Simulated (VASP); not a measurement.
# Cr (Fmmm) in VASP: further runs

The runs below take Cr through single point, with PBE.

Everything below comes from runs of VASP 6.6.1. Logs are shortened: lines on timing, memory, paths and dates and some standing lists are left out, and cuts for length are marked.

## (1) The cell of the first run

It takes space group Fmmm (No. 69, orthorhombic). The conventional cell has a = 2.884 Å, b = 4.048 Å, c = 4.109 Å, α = 90.00°, β = 90.00°, γ = 90.00°. Cr (site symmetry mmm) has 14 Cr at 2.49 to 2.88 Å within 3.3 Å.

## (2) Single point, PBE (strain +0.0150 x Voigt [0, 0, 0, 1, 0, 0])

INCAR reads:

```
SYSTEM = Cr
PREC = Accurate ; ENCUT = 520
EDIFF = 1E-7 ; ISMEAR = 0
SIGMA = 0.15 ; LREAL = .False.
LASPH = .True. ; NELM = 100
ALGO = Fast ; ISIF = 2
LWAVE = .False. ; LCHARG = .False.
GGA = PE ; NBANDS = 12
```

KPOINTS reads:

```
Automatic mesh
0
Gamma
  24 24 24
  0 0 0
```

POSCAR reads:

```
Cr
1.0
   -1.4419500000      1.4527646250      1.4527646250
    1.4419500000     -1.4311353750      1.4311353750
    1.4419500000      1.4311353750     -1.4311353750
Cr
1
Direct
    0.0000000000      0.0000000000      0.0000000000
```

Potentials or basis: VASP PAW PBE potentials, release 64 (Cr_pv).

Command:

```sh
> cat potpaw_PBE.64/Cr_pv/POTCAR > POTCAR
> mpirun -np 1 vasp_std > vasp.out
```

OUTCAR:

```text
SYSTEM = Cr
   PREC = Accurate
   ENCUT = 520
   EDIFF = 1E-7
   ISMEAR = 0
   LREAL = .False.
   LASPH = .True.
   NELM = 100
   ISIF = 2
   GGA = PE

 ion  position               nearest neighbor table
   1  0.000  0.000  0.000-

  LATTYP: Found a face centered orthorhombic cell.
 ALAT       =     2.8839000000
 B/A-ratio  =     1.4036069607
 C/A-ratio  =     1.4248201641

  Lattice vectors:

 A1 = (   0.0000000000,   2.8839000000,   0.0216292500)
 A2 = (   1.4419500000,   1.4527646250,   1.4527646250)
 A3 = (   1.4419500000,   1.4311353750,  -1.4311353750)

Analysis of symmetry for initial positions (statically):
=====================================================================
 Subroutine PRICEL returns:
 Original cell was already a primitive cell.

 Routine SETGRP: Setting up the symmetry group for a
 face centered orthorhombic supercell.

 Subroutine GETGRP returns: Found  8 space group operations
 (whereof  8 operations were pure point group operations)
 out of a pool of  8 trial point group operations.

The static configuration has the point symmetry D_2h.

Analysis of symmetry for dynamics (positions and initial velocities):
=====================================================================
 Subroutine PRICEL returns:
 Original cell was already a primitive cell.

 Routine SETGRP: Setting up the symmetry group for a
 face centered orthorhombic supercell.

 Subroutine GETGRP returns: Found  8 space group operations
 (whereof  8 operations were pure point group operations)
 out of a pool of  8 trial point group operations.

The dynamic configuration has the point symmetry D_2h.

 Subroutine INISYM returns: Found  8 space group operations
 (whereof  8 operations are pure point group operations),
 and found     1 'primitive' translations

----------------------------------------------------------------------------------------

                                     Primitive cell

  volume of cell :      11.9918

  direct lattice vectors                    reciprocal lattice vectors
    -1.441950000  1.452764625  1.452764625     0.000000000  0.344171376  0.344171376
     1.441950000 -1.431135375  1.431135375     0.346752661 -0.002600791  0.346772167
     1.441950000  1.431135375 -1.431135375     0.346752661  0.346772167 -0.002600791

  length of vectors
     2.510033847  2.485058697  2.485058697     0.486731828  0.490403006  0.490403006

  position of ions in fractional coordinates (direct lattice)
     0.000000000  0.000000000  0.000000000
[... 78 lines left out ...]
   EDIFFG = 0.1E-05   stopping-criterion for IOM
   NSW    =      0    number of steps for IOM
   IBRION =     -1    ionic relax: 0-MD 1-quasi-New 2-CG
   NFREE  =      0    steps in history (QN), initial steepest desc. (CG)
   ISIF   =      2    stress and relaxation
   ISYM   =      2    0-nonsym 1-usesym 2-fastsym
   POTIM  = 0.5000    time-step for ionic-motion
   TEBEG  =    0.0;   TEEND  =   0.0 temperature during run
   PSTRESS=    0.0 pullay stress
   NELECT =      12.0000    total number of electrons
   NUPDOWN=      -1.0000    fix difference up-down
   EMIN   =  10.00;   EMAX   =-10.00  energy-range for DOS
   EFERMI =   0.00;   METHOD = LEGACY
   ISMEAR =     0;   SIGMA  =   0.15  broadening in eV -4-tet -1-fermi 0-gaus
   EFERMI_NEDOS =   21; number of points for ismear=-14 and -15
   IALGO  =     68    algorithm
   IMIX   =      4    mixing-type and parameters
     AMIX     =   0.40;   BMIX     =  1.00
     AMIX_MAG =   1.60;   BMIX_MAG =  1.00
  volume/ion in A,a.u.               =      11.99        80.92
  Fermi-wavevector in a.u.,A,eV,Ry     =   1.637469  3.094368 36.481383  2.681306
  Thomas-Fermi vector in A             =   2.728604
   LORBIT       =      0    0 simple, 1 ext, 2 COOP (PROOUT), +10 PAW based schemes
   GGA     = PE    functional components
   LHFCALC =     F    Hartree Fock is set to
   AEXX    =    0.0000 exact exchange contribution
   IVDW    =     0    specifies the selected vdW correction
   LEPSILON=     F    determine dielectric tensor
   LRPA    =     F    only Hartree local field effects (RPA)
 non-spin polarized calculation
 RMM-DIIS sequential band-by-band and
 Gauss-broadening in eV      SIGMA  =   0.15
  energy-cutoff  :      520.00
  volume of cell :       11.99
 maximum number of plane-waves:       337
   NGX =  9   NGY =  9   NGZ =  9

 number of electron      11.9999988 magnetization

 Free energy of the ion-electron system (eV)
  ---------------------------------------------------
  ext. energy  EPLUGINS =         0.00000000
  ---------------------------------------------------
  free energy    TOTEN  =        -9.50580597 eV

  energy without entropy =       -9.49832776  energy(sigma->0) =       -9.50206687

 E-fermi :  10.4569     XC(G=0): -13.4579

 val. band max:       10.4540350388   @ k =  -0.1667   0.1667   0.1250
 cond. band min:      10.4569482360   @ k =   0.1667  -0.1667   0.1250
 fundamental gap:      0.0029131971
 Fermi energy:        10.4568676617

 k-point     1 :       0.0000    0.0000    0.0000
  band No.  band energies     occupation
      1     -32.3465      2.00000
      2     -32.3321      2.00000
      3     -32.3186      2.00000
      4       2.7272      2.00000
      5       9.4959      2.00000
      6       9.5747      2.00000
      7       9.6613      2.00000
      8      11.5357      0.00000
      9      11.5394      0.00000
     10      17.5284      0.00000
     11      32.2588      0.00000
     12      32.4579      0.00000
[... 331 lines left out ...]
 k-point    24 :       0.4167    0.0417    0.0000
  band No.  band energies     occupation
      1     -33.1020      2.00000
      2     -32.5689      2.00000
      3     -32.3325      2.00000
      4       6.2358      2.00000
      5       8.1402      2.00000
      6      10.6696      0.04484
      7      11.5580      0.00000
      8      11.9820      0.00000
      9      13.0616      0.00000
     10      17.5225      0.00000
     11      20.4536      0.00000
     12      27.5105      0.00000

 [... further k-points ...]
[... 5 lines left out ...]
  --------------------------------------------------------------------------------------
  -------------------------------------------------------------------------------------
  Total       -0.7005993     -0.7016322     -0.7016322      0.0000000     -0.0995913      0.0000000
  in kB      -93.6039432    -93.7419367    -93.7419367      0.0000000    -13.3059458      0.0000000
  external PRESSURE =     -93.6959389 kB  Pullay stress =       0.0000000 kB

 VOLUME and BASIS-vectors are now :
 -----------------------------------------------------------------------------
  energy-cutoff  :      520.00
  volume of cell :       11.99
      direct lattice vectors                 reciprocal lattice vectors
    -1.441950000  1.452764625  1.452764625     0.000000000  0.344171376  0.344171376
     1.441950000 -1.431135375  1.431135375     0.346752661 -0.002600791  0.346772167
     1.441950000  1.431135375 -1.431135375     0.346752661  0.346772167 -0.002600791

 POSITION                                       TOTAL-FORCE (eV/Angst)
 -----------------------------------------------------------------------------------
      0.00000      0.00000      0.00000         0.000000      0.000000      0.000000
 -----------------------------------------------------------------------------------
    total drift:                               -0.000000      0.000000      0.000000

  FREE ENERGIE OF THE ION-ELECTRON SYSTEM (eV)
  ---------------------------------------------------
  free  energy   TOTEN  =        -9.5058059678 eV

  energy  without entropy=       -9.4983277629  energy(sigma->0) =       -9.50206687
```

OSZICAR:

```text
N       E                     dE             d eps       ncg     rms          rms(c)
DAV:   1     0.807630007215E+02    0.80763E+02   -0.71215E+03 47376   0.119E+03
DAV:   2    -0.998732257195E+01   -0.90750E+02   -0.87492E+02 47932   0.296E+02
DAV:   3    -0.112294370683E+02   -0.12421E+01   -0.12348E+01 52192   0.416E+01
DAV:   4    -0.112361818871E+02   -0.67448E-02   -0.67447E-02 50244   0.306E+00
DAV:   5    -0.112362657730E+02   -0.83886E-04   -0.83887E-04 51404   0.314E-01    0.124E+01
RMM:   6    -0.953099622965E+01    0.17053E+01   -0.44390E+00 50207   0.248E+01    0.210E+00
RMM:   7    -0.951561132272E+01    0.15385E-01   -0.77305E-02 52417   0.338E+00    0.112E+00
RMM:   8    -0.950675854998E+01    0.88528E-02   -0.11427E-02 54263   0.110E+00    0.274E-01
RMM:   9    -0.950579418257E+01    0.96437E-03   -0.27681E-03 53845   0.665E-01    0.418E-02
RMM:  10    -0.950581117530E+01   -0.16993E-04   -0.15775E-04 55159   0.188E-01    0.135E-02
RMM:  11    -0.950580510725E+01    0.60681E-05   -0.19180E-05 57642   0.647E-02    0.352E-03
RMM:  12    -0.950580579760E+01   -0.69035E-06   -0.30805E-06 54219   0.246E-02    0.119E-03
RMM:  13    -0.950580591352E+01   -0.11592E-06   -0.38863E-07 41659   0.911E-03    0.560E-04
RMM:  14    -0.950580596780E+01   -0.54282E-07   -0.12062E-07 34353   0.462E-03
   1 F= -.95058060E+01 E0= -.95020669E+01  d E =-.747820E-02
```

stdout:

```text
POSCAR found type information on POSCAR Cr
 POSCAR found :  1 types and       1 ions
 scaLAPACK will be used
 LDA part: xc-table for (Slater+PW92), standard interpolation
 POSCAR, INCAR and KPOINTS ok, starting setup
 FFT: planning ... GRIDC
 FFT: planning ... GRID_SOFT
 FFT: planning ... GRID
 WAVECAR not read
 entering main loop
WARNING in EDDRMM: call to ZHEGV failed, returncode =   8  4     10
WARNING in EDDRMM: call to ZHEGV failed, returncode =   6  3     10
WARNING in EDDRMM: call to ZHEGV failed, returncode =   8  4     10
WARNING in EDDRMM: call to ZHEGV failed, returncode =   6  3     10
WARNING in EDDRMM: call to ZHEGV failed, returncode =   6  3      9
WARNING in EDDRMM: call to ZHEGV failed, returncode =   6  3     10
WARNING in EDDRMM: call to ZHEGV failed, returncode =   8  4      9
WARNING in EDDRMM: call to ZHEGV failed, returncode =   6  3     10
WARNING in EDDRMM: call to ZHEGV failed, returncode =   8  4     10
WARNING in EDDRMM: call to ZHEGV failed, returncode =   6  3     10
[... 7 lines left out ...]
WARNING in EDDRMM: call to ZHEGV failed, returncode =   6  3     10
WARNING in EDDRMM: call to ZHEGV failed, returncode =   6  3     10
WARNING in EDDRMM: call to ZHEGV failed, returncode =   6  3     10
WARNING in EDDRMM: call to ZHEGV failed, returncode =   6  3     10
WARNING in EDDRMM: call to ZHEGV failed, returncode =   6  3     10
WARNING in EDDRMM: call to ZHEGV failed, returncode =   6  3     10
WARNING in EDDRMM: call to ZHEGV failed, returncode =   8  4     10
WARNING in EDDRMM: call to ZHEGV failed, returncode =   6  3     10
WARNING in EDDRMM: call to ZHEGV failed, returncode =   8  4     10
WARNING in EDDRMM: call to ZHEGV failed, returncode =   6  3     10
```

It took 92 s on 1 thread of Intel Xeon 6975P-C (Granite Rapids), shared host; peak memory 0.37 GiB.

What came out:

```
Free energy            : -9.5058 eV
Pressure               : -9.4 GPa
Band gap on the k mesh : zero (band 6 reaches 12.69 eV, above the bottom of band 7 at 9.63 eV)
```

Stress tensor (GPa, compression positive):
```
-9.36  0.00  0.00
 0.00 -9.37 -1.33
 0.00 -1.33 -9.37
```

Levels at points of the mesh, in eV from the Fermi level:
| k point | band 4 | band 5 | band 6 | band 7 | band 8 | band 9 |
| --- | --- | --- | --- | --- | --- | --- |
| (0.00, 0.00, 0.00) | -7.73 | -0.96 | -0.88 | -0.80 | 1.08 | 1.08 |
| (0.50, 0.00, 0.00) | -4.26 | -2.37 | 0.88 | 1.11 | 1.45 | 2.63 |
| (0.00, 0.50, 0.00) | -4.26 | -2.34 | 1.02 | 1.07 | 1.39 | 2.67 |
| (0.00, 0.50, 0.50) | -4.26 | -2.31 | 1.03 | 1.16 | 1.34 | 2.72 |
| (0.50, 0.50, 0.50) | -4.10 | -4.10 | 2.23 | 2.30 | 2.38 | 7.07 |

Caveat: the cell differs from its parent crystal (strain +0.0150 x Voigt [0, 0, 0, 1, 0, 0]); the run has no spin polarisation, though such a crystal can be magnetic.

## (3) Single point, PBE (strain +0.0050 x Voigt [0, 0, 0, 1, 0, 0])

INCAR reads:

```
SYSTEM = Cr
ALGO = Fast
EDIFF = 1E-7
ENCUT = 520
GGA = PE
ISIF = 2
ISMEAR = 0
LASPH = .True.
LCHARG = .True.
LELF = .True.
LREAL = .False.
LVHAR = .True.
LWAVE = .False.
NBANDS = 12
NELM = 60
PREC = Accurate
SIGMA = 0.15
```

KPOINTS reads:

```
k-points
0
Gamma
  24 24 24
  0 0 0
```

POSCAR reads:

```
Cr
1.0
   -1.4419500000      1.4455548750      1.4455548750
    1.4419500000     -1.4383451250      1.4383451250
    1.4419500000      1.4383451250     -1.4383451250
Cr
1
Direct
    0.0000000000      0.0000000000      0.0000000000
```

Potentials or basis: VASP PAW PBE potentials, release 64 (Cr_pv).

Command:

```sh
> cat potpaw_PBE.64/Cr_pv/POTCAR > POTCAR
> mpirun -np 1 vasp_std > vasp.out
```

OUTCAR:

```text
SYSTEM = Cr
   EDIFF = 1E-7
   ENCUT = 520
   GGA = PE
   ISIF = 2
   ISMEAR = 0
   LASPH = .True.
   LREAL = .False.
   NELM = 60
   PREC = Accurate

 ion  position               nearest neighbor table
   1  0.000  0.000  0.000-

  LATTYP: Found a face centered orthorhombic cell.
 ALAT       =     2.8839000000
 B/A-ratio  =     1.4106780285
 C/A-ratio  =     1.4177490963

  Lattice vectors:

 A1 = (   0.0000000000,   2.8839000000,   0.0072097500)
 A2 = (   1.4419500000,   1.4455548750,   1.4455548750)
 A3 = (   1.4419500000,   1.4383451250,  -1.4383451250)

Analysis of symmetry for initial positions (statically):
=====================================================================
 Subroutine PRICEL returns:
 Original cell was already a primitive cell.

 Routine SETGRP: Setting up the symmetry group for a
 face centered orthorhombic supercell.

 Subroutine GETGRP returns: Found  8 space group operations
 (whereof  8 operations were pure point group operations)
 out of a pool of  8 trial point group operations.

The static configuration has the point symmetry D_2h.

[... 159 lines left out ...]
 E-fermi :  10.4561     XC(G=0): -13.4578

 val. band max:       10.4525242871   @ k =   0.1667  -0.1667   0.1250
 cond. band min:      10.4621221837   @ k =  -0.2500   0.2500   0.1250
 fundamental gap:      0.0095978966
 Fermi energy:        10.4561272402

 k-point     1 :       0.0000    0.0000    0.0000
  band No.  band energies     occupation
      1     -32.3382      2.00000
      2     -32.3335      2.00000
      3     -32.3289      2.00000
      4       2.7264      2.00000
      5       9.5504      2.00000
      6       9.5776      2.00000
      7       9.6056      2.00000
      8      11.5342      0.00000
      9      11.5346      0.00000
     10      17.5271      0.00000
     11      32.4080      0.00000
     12      32.4620      0.00000
[... 331 lines left out ...]
 k-point    24 :       0.4167    0.0417    0.0000
  band No.  band energies     occupation
      1     -33.1088      2.00000
      2     -32.5802      2.00000
      3     -32.3404      2.00000
      4       6.2389      2.00000
      5       8.1604      2.00000
      6      10.7311      0.00954
      7      11.5330      0.00000
      8      11.9558      0.00000
      9      13.0891      0.00000
     10      17.5214      0.00000
     11      20.5605      0.00000
     12      27.4226      0.00000

 [... further k-points ...]
[... 5 lines left out ...]
  --------------------------------------------------------------------------------------
  -------------------------------------------------------------------------------------
  Total       -0.7022148     -0.7023241     -0.7023241      0.0000000     -0.0331656     -0.0000000
  in kB      -93.8150849    -93.8296855    -93.8296855      0.0000000     -4.4308894     -0.0000000
  external PRESSURE =     -93.8248186 kB  Pullay stress =       0.0000000 kB

 VOLUME and BASIS-vectors are now :
 -----------------------------------------------------------------------------
  energy-cutoff  :      520.00
  volume of cell :       11.99
      direct lattice vectors                 reciprocal lattice vectors
    -1.441950000  1.445554875  1.445554875     0.000000000  0.345887941  0.345887941
     1.441950000 -1.438345125  1.438345125     0.346752661 -0.000866887  0.346754829
     1.441950000  1.438345125 -1.438345125     0.346752661  0.346754829 -0.000866887

 POSITION                                       TOTAL-FORCE (eV/Angst)
 -----------------------------------------------------------------------------------
      0.00000      0.00000      0.00000        -0.000000      0.000000     -0.000000
 -----------------------------------------------------------------------------------
    total drift:                                0.000000     -0.000000      0.000000

  FREE ENERGIE OF THE ION-ELECTRON SYSTEM (eV)
  ---------------------------------------------------
  free  energy   TOTEN  =        -9.5064355068 eV

  energy  without entropy=       -9.4989676323  energy(sigma->0) =       -9.50270157
```

OSZICAR:

```text
N       E                     dE             d eps       ncg     rms          rms(c)
DAV:   1     0.798342949405E+02    0.79834E+02   -0.71025E+03 47496   0.119E+03
DAV:   2    -0.100012519108E+02   -0.89836E+02   -0.86566E+02 47912   0.296E+02
DAV:   3    -0.112310861097E+02   -0.12298E+01   -0.12228E+01 52452   0.413E+01
DAV:   4    -0.112377318198E+02   -0.66457E-02   -0.66456E-02 50004   0.304E+00
DAV:   5    -0.112378136024E+02   -0.81783E-04   -0.81783E-04 51580   0.311E-01    0.124E+01
RMM:   6    -0.953164081133E+01    0.17062E+01   -0.44407E+00 50224   0.248E+01    0.210E+00
RMM:   7    -0.951624562386E+01    0.15395E-01   -0.77274E-02 52370   0.338E+00    0.112E+00
RMM:   8    -0.950738822907E+01    0.88574E-02   -0.11417E-02 54210   0.110E+00    0.274E-01
RMM:   9    -0.950642401638E+01    0.96421E-03   -0.27588E-03 53840   0.664E-01    0.418E-02
RMM:  10    -0.950644073506E+01   -0.16719E-04   -0.15718E-04 55091   0.188E-01    0.135E-02
RMM:  11    -0.950643460786E+01    0.61272E-05   -0.18984E-05 57626   0.645E-02    0.355E-03
RMM:  12    -0.950643535330E+01   -0.74545E-06   -0.30979E-06 54130   0.247E-02    0.119E-03
RMM:  13    -0.950643559683E+01   -0.24352E-06   -0.39113E-07 41693   0.919E-03    0.292E-04
RMM:  14    -0.950643550684E+01    0.89987E-07   -0.11276E-07 33587   0.414E-03
   1 F= -.95064355E+01 E0= -.95027016E+01  d E =-.746787E-02
```

Wall time 1.9 min (1 thread of Intel Xeon 6975P-C (Granite Rapids), shared host); peak memory 0.37 GiB.

What came out:

```
Free energy            : -9.5064 eV
Pressure               : -9.4 GPa
Band gap on the k mesh : zero (band 6 reaches 12.73 eV, above the bottom of band 7 at 9.60 eV)
```

Stress tensor (GPa, compression positive):
```
-9.38  0.00  0.00
 0.00 -9.38 -0.44
 0.00 -0.44 -9.38
```

Caveat: the cell differs from its parent crystal (strain +0.0050 x Voigt [0, 0, 0, 1, 0, 0]); the run has no spin polarisation, though such a crystal can be magnetic. Spin polarisation is off, so any magnetic state and its effect on volume and gap are missing.
